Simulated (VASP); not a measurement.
# TiSb2N3 (R-3m) in VASP: single point with PBEsol

Aim: the single point of TiSb2N3 with PBEsol.

All numbers are computed with VASP 6.6.1; they aren't measurements. Logs are shortened: lines on timing, memory, paths and dates and some standing lists are left out, and cuts for length are marked.

## Step 1: The cell of the first run

Symmetry: R-3m, No. 166, trigonal system. Conventional cell: a = 5.841 Å, b = 5.841 Å, c = 8.750 Å, α = 90.00°, β = 90.00°, γ = 120.00°. Within 2.9 Å of Ti (site symmetry -3m) lie 6 N at 2.23 Å and 2 Sb at 2.76 Å. Within 2.8 Å of Sb (site symmetry 3m) lie 3 N at 2.13 Å and 1 Ti at 2.76 Å. N (site symmetry 2/m) has 2 Sb at 2.13 Å and 2 Ti at 2.23 Å within 2.8 Å.

## Step 2: Single point, PBEsol

File INCAR:

```
PREC = Accurate ; ENCUT = 700
EDIFF = 1E-6 ; ISMEAR = 0
SIGMA = 0.1 ; LREAL = False
LASPH = True ; NELM = 120
ALGO = Normal ; ISIF = 2
LWAVE = False ; LCHARG = False
GGA = PS ; NBANDS = 38
GGA_COMPAT = False
```

File KPOINTS:

```
regular mesh
0
Gamma
  6 6 6
```

File POSCAR:

```
TiSb2N3
1.0
    2.9203076394      1.6860404017      2.9167071419
   -2.9203076394      1.6860404017      2.9167071419
    0.0000000000     -3.3720808034      2.9167071419
Ti Sb N
1 2 3
Direct
    0.0000000000      0.0000000000      0.0000000000
    0.6847503301      0.6847503301      0.6847503301
    0.3152496699      0.3152496699      0.3152496699
    0.0000000000      0.0000000000      0.5000000000
    0.5000000000      0.0000000000      0.0000000000
    0.0000000000      0.5000000000      0.0000000000
```

Potentials or basis: VASP PAW PBE potentials, release 64 (Ti_sv, Sb_d_GW, N).

Command:

```console
$ cat potpaw_PBE.64/Ti_sv/POTCAR potpaw_PBE.64/Sb_d_GW/POTCAR potpaw_PBE.64/N/POTCAR > POTCAR
$ mpirun -np 1 vasp_std > vasp.out
```

OUTCAR:

```text
PREC = Accurate
   ENCUT = 700
   EDIFF = 1E-6
   ISMEAR = 0
   LREAL = False
   LASPH = True
   NELM = 120
   ISIF = 2
   GGA = PS

 ion  position               nearest neighbor table
   1  0.000  0.000  0.000-   4 2.23   4 2.23   6 2.23   5 2.23   6 2.23   5 2.23   2 2.76   3 2.76

   2  0.685  0.685  0.685-   4 2.13   5 2.13   6 2.13   1 2.76   3 3.23   3 3.39   3 3.39   3 3.39

   3  0.315  0.315  0.315-   4 2.13   5 2.13   6 2.13   1 2.76   2 3.23   2 3.39   2 3.39   2 3.39

   4  0.000  0.000  0.500-   2 2.13   3 2.13   1 2.23   1 2.23
   5  0.500  0.000  0.000-   2 2.13   3 2.13   1 2.23   1 2.23
   6  0.000  0.500  0.000-   2 2.13   3 2.13   1 2.23   1 2.23

  LATTYP: Found a trigonal (rhomboedric) cell.
 ALAT       =     4.4584873552
 COS(alpha) =     0.1419509275

  Lattice vectors:

 A1 = (   2.9203076394,   1.6860404017,   2.9167071419)
 A2 = (  -2.9203076394,   1.6860404017,   2.9167071419)
 A3 = (   0.0000000000,  -3.3720808034,   2.9167071419)

Analysis of symmetry for initial positions (statically):
=====================================================================
 Subroutine PRICEL returns:
 Original cell was already a primitive cell.

 Routine SETGRP: Setting up the symmetry group for a
 trigonal (rhombohedral) supercell.

 Subroutine GETGRP returns: Found 12 space group operations
 (whereof 12 operations were pure point group operations)
 out of a pool of 12 trial point group operations.

The static configuration has the point symmetry D_3d.

Analysis of symmetry for dynamics (positions and initial velocities):
=====================================================================
 Subroutine PRICEL returns:
 Original cell was already a primitive cell.

 Routine SETGRP: Setting up the symmetry group for a
 trigonal (rhombohedral) supercell.

 Subroutine GETGRP returns: Found 12 space group operations
 (whereof 12 operations were pure point group operations)
 out of a pool of 12 trial point group operations.

The dynamic configuration has the point symmetry D_3d.

 Subroutine INISYM returns: Found 12 space group operations
 (whereof 12 operations are pure point group operations),
 and found     1 'primitive' translations

----------------------------------------------------------------------------------------

                                     Primitive cell

  volume of cell :      86.1669

  direct lattice vectors                    reciprocal lattice vectors
     2.920307639  1.686040402  2.916707142     0.171214838  0.098850933  0.114284128
    -2.920307639  1.686040402  2.916707142    -0.171214838  0.098850933  0.114284128
     0.000000000 -3.372080803  2.916707142     0.000000000 -0.197701866  0.114284128

  length of vectors
     4.458487355  4.458487355  4.458487355     0.228356935  0.228356935  0.228356935

  position of ions in fractional coordinates (direct lattice)
     0.000000000  0.000000000  0.000000000
     0.684750330  0.684750330  0.684750330
     0.315249670  0.315249670  0.315249670
     0.000000000  0.000000000  0.500000000
     0.500000000  0.000000000  0.000000000
     0.000000000  0.500000000  0.000000000

  ion indices of the primitive-cell ions
   primitive index   ion index
                 1           1
                 2           2
                 3           3
                 4           4
                 5           5
                 6           6

----------------------------------------------------------------------------------------

 KPOINTS: regular mesh

Automatic generation of k-mesh.
 Grid dimensions read from file:
 generate k-points for:    6    6    6

 Generating k-lattice:

  Cartesian coordinates                     Fractional coordinates (reciprocal lattice)
     0.028535806  0.016475155  0.019047355     0.166666667  0.000000000  0.000000000
    -0.028535806  0.016475155  0.019047355     0.000000000  0.166666667  0.000000000
     0.000000000 -0.032950311  0.019047355     0.000000000  0.000000000  0.166666667

  Length of vectors
     0.038059489  0.038059489  0.038059489

  Shift w.r.t. Gamma in fractional coordinates (k-lattice)
     0.000000000  0.000000000  0.000000000

 Subroutine IBZKPT returns following result:
 ===========================================

 Found     32 irreducible k-points:

 Following reciprocal coordinates:
            Coordinates               Weight
  0.000000  0.000000  0.000000      1.000000
  0.166667  0.000000 -0.000000      6.000000
  0.333333  0.000000 -0.000000      6.000000
  0.500000  0.000000 -0.000000      3.000000
  0.166667  0.166667 -0.000000      6.000000
  0.333333  0.166667 -0.000000     12.000000
[... 16 lines left out ...]
  0.500000  0.500000  0.166667      6.000000
 -0.333333  0.500000  0.166667     12.000000
 [... further k-points ...]
   k-points           NKPTS =     32   k-points in BZ     NKDIM =     32   number of bands    NBANDS=     38
   number of dos      NEDOS =    301   number of ions     NIONS =      6
   total plane-waves  NPLWV =  64000
   dimension x,y,z NGX =    40 NGY =   40 NGZ =   40
   dimension x,y,z NGXF=    80 NGYF=   80 NGZF=   80
   ions per type =               1   2   3
   NGX,Y,Z   is equivalent  to a cutoff of  14.92, 14.92, 14.92 a.u.
   NGXF,Y,Z  is equivalent  to a cutoff of  29.83, 29.83, 29.83 a.u.
 SYSTEM =  unknown system
   PREC   = accura    normal or accurate (medium, high low for compatibility)
   ISTART =      0    job   : 0-new  1-cont  2-samecut
   ICHARG =      2    charge: 1-file 2-atom 10-const
   ISPIN  =      1    spin polarized calculation?
   LNONCOLLINEAR =      F non collinear calculations
   LSORBIT =      F    spin-orbit coupling
   LASPH  =      T    aspherical Exc in radial PAW
   ENCUT  =  700.0 eV  51.45 Ry    7.17 a.u.   9.62  9.62  9.62*2*pi/ulx,y,z
   NELM   =    120;   NELMIN=  2; NELMDL= -5     # of ELM steps
   EDIFF  = 0.1E-05   stopping-criterion for ELM
   LREAL  =      F    real-space projection
   EDIFFG = 0.1E-04   stopping-criterion for IOM
   NSW    =      0    number of steps for IOM
   IBRION =     -1    ionic relax: 0-MD 1-quasi-New 2-CG
   NFREE  =      0    steps in history (QN), initial steepest desc. (CG)
   ISIF   =      2    stress and relaxation
   ISYM   =      2    0-nonsym 1-usesym 2-fastsym
   POTIM  = 0.5000    time-step for ionic-motion
   TEBEG  =    0.0;   TEEND  =   0.0 temperature during run
   PSTRESS=    0.0 pullay stress
   NELECT =      57.0000    total number of electrons
   NUPDOWN=      -1.0000    fix difference up-down
   EMIN   =  10.00;   EMAX   =-10.00  energy-range for DOS
   EFERMI =   0.00;   METHOD = LEGACY
   ISMEAR =     0;   SIGMA  =   0.10  broadening in eV -4-tet -1-fermi 0-gaus
   EFERMI_NEDOS =   21; number of points for ismear=-14 and -15
   IALGO  =     38    algorithm
   IMIX   =      4    mixing-type and parameters
     AMIX     =   0.40;   BMIX     =  1.00
     AMIX_MAG =   1.60;   BMIX_MAG =  1.00
  volume/ion in A,a.u.               =      14.36        96.91
  Fermi-wavevector in a.u.,A,eV,Ry     =   1.426438  2.695577 27.684119  2.034725
  Thomas-Fermi vector in A             =   2.546715
   LORBIT       =      0    0 simple, 1 ext, 2 COOP (PROOUT), +10 PAW based schemes
   GGA     = PS    functional components
   LHFCALC =     F    Hartree Fock is set to
   AEXX    =    0.0000 exact exchange contribution
   IVDW    =     0    specifies the selected vdW correction
   LEPSILON=     F    determine dielectric tensor
   LRPA    =     F    only Hartree local field effects (RPA)
 non-spin polarized calculation
 Gauss-broadening in eV      SIGMA  =   0.10
  energy-cutoff  :      700.00
  volume of cell :       86.17
 maximum number of plane-waves:      3645
 NGX is ok and might be reduce to    40
   NGX = 19   NGY = 19   NGZ = 19

 number of electron      57.0000003 magnetization

 Free energy of the ion-electron system (eV)
  ---------------------------------------------------
  ext. energy  EPLUGINS =         0.00000000
  ---------------------------------------------------
  free energy    TOTEN  =       -42.92037682 eV

  energy without entropy =      -42.91044977  energy(sigma->0) =      -42.91541329

 E-fermi :   7.6248     XC(G=0): -11.5812

 val. band max:        7.5023803900   @ k =  -0.1667   0.3333   0.1667
 cond. band min:       7.6355328957   @ k =  -0.3333   0.1667   0.1667
 fundamental gap:      0.1331525057
 Fermi energy:         7.6248448165

 k-point     1 :       0.0000    0.0000    0.0000
  band No.  band energies     occupation
      1     -50.3340      2.00000
      2     -26.6881      2.00000
      3     -26.6881      2.00000
      4     -26.6719      2.00000
      5     -22.4697      2.00000
      6     -22.4697      2.00000
[... 30 lines left out ...]
     37      12.3794      0.00000
     38      12.3795      0.00000

 k-point     2 :       0.1667    0.0000   -0.0000
  band No.  band energies     occupation
      1     -50.3340      2.00000
      2     -26.6896      2.00000
      3     -26.6880      2.00000
      4     -26.6729      2.00000
      5     -22.4700      2.00000
      6     -22.4690      2.00000
[... 30 lines left out ...]
     37      12.0048      0.00000
     38      12.0783      0.00000

 k-point     3 :       0.3333    0.0000   -0.0000
  band No.  band energies     occupation
      1     -50.3339      2.00000
      2     -26.6931      2.00000
      3     -26.6877      2.00000
      4     -26.6743      2.00000
      5     -22.4701      2.00000
      6     -22.4679      2.00000
[... 30 lines left out ...]
     37      11.2112      0.00000
     38      12.6897      0.00000

 k-point     4 :       0.5000    0.0000   -0.0000
  band No.  band energies     occupation
      1     -50.3338      2.00000
      2     -26.6951      2.00000
      3     -26.6876      2.00000
      4     -26.6748      2.00000
      5     -22.4697      2.00000
      6     -22.4676      2.00000
[... 30 lines left out ...]
     37      10.4880      0.00000
     38      13.9653      0.00000
[... 703 lines left out ...]
      4     -26.6768      2.00000
      5     -22.4772      2.00000
      6     -22.4661      2.00000
[... 30 lines left out ...]
     37      11.5435      0.00000
     38      12.9579      0.00000

 k-point    23 :       0.5000    0.5000    0.1667
  band No.  band energies     occupation
      1     -50.3336      2.00000
      2     -26.6960      2.00000
      3     -26.6929      2.00000
      4     -26.6800      2.00000
      5     -22.4765      2.00000
      6     -22.4707      2.00000
[... 30 lines left out ...]
     37      12.1952      0.00000
     38      13.3401      0.00000

 k-point    24 :      -0.3333    0.5000    0.1667
  band No.  band energies     occupation
      1     -50.3337      2.00000
      2     -26.6954      2.00000
      3     -26.6919      2.00000
      4     -26.6794      2.00000
      5     -22.4786      2.00000
      6     -22.4706      2.00000
[... 30 lines left out ...]
     37      11.7998      0.00000
     38      13.0761      0.00000

 [... further k-points ...]
[... 5 lines left out ...]
  --------------------------------------------------------------------------------------
  -------------------------------------------------------------------------------------
  Total       -2.6503303     -2.6503303     -2.9232945      0.0000000      0.0000000      0.0000000
  in kB      -49.2799125    -49.2799125    -54.3553756      0.0000000      0.0000000      0.0000000
  external PRESSURE =     -50.9717336 kB  Pullay stress =       0.0000000 kB

 VOLUME and BASIS-vectors are now :
 -----------------------------------------------------------------------------
  energy-cutoff  :      700.00
  volume of cell :       86.17
      direct lattice vectors                 reciprocal lattice vectors
     2.920307639  1.686040402  2.916707142     0.171214838  0.098850933  0.114284128
    -2.920307639  1.686040402  2.916707142    -0.171214838  0.098850933  0.114284128
     0.000000000 -3.372080803  2.916707142     0.000000000 -0.197701866  0.114284128

 POSITION                                       TOTAL-FORCE (eV/Angst)
 -----------------------------------------------------------------------------------
      0.00000      0.00000      0.00000        -0.000000     -0.000000      0.000000
      0.00000      0.00000      5.99165        -0.000000     -0.000000      0.160291
      0.00000      0.00000      2.75847        -0.000000     -0.000000     -0.160291
      0.00000     -1.68604      1.45835         0.000000      0.000000      0.000000
      1.46015      0.84302      1.45835        -0.000000      0.000000     -0.000000
     -1.46015      0.84302      1.45835        -0.000000     -0.000000      0.000000
 -----------------------------------------------------------------------------------
    total drift:                               -0.000000      0.000000     -0.000000

  FREE ENERGIE OF THE ION-ELECTRON SYSTEM (eV)
  ---------------------------------------------------
  free  energy   TOTEN  =       -42.9203768158 eV

  energy  without entropy=      -42.9104497696  energy(sigma->0) =      -42.91541329
```

Wall time 2.6 min (1 thread of Intel Xeon Platinum 8559C (Emerald Rapids), shared host); peak memory 0.34 GiB.

What came out:

* Free energy: -42.9204 eV
* Pressure: -5.1 GPa
* Largest force: 0.160 eV/Å
* Band gap on the k mesh: zero (an odd number of electrons rules out a gap without spin polarisation)

Forces on the atoms (eV/Å):
```
Ti   0.000  0.000  0.000
Sb   0.000  0.000  0.160
Sb   0.000  0.000 -0.160
N    0.000  0.000  0.000
N    0.000  0.000  0.000
N    0.000  0.000  0.000
```

Stress tensor (GPa, compression positive):
```
-4.93  0.00  0.00
 0.00 -4.93  0.00
 0.00  0.00 -5.44
```

Caveat: the cell stands under tension; the PAW data sets were made with another functional, which shifts forces and pressure a little; spin-orbit coupling is left out, which moves the levels of the heavy elements; an odd number of electrons without spin polarisation forces a metal; a magnetic or distorted state may lie lower.

The gap in the log of VASP goes by the Fermi energy; the results here count the filled bands.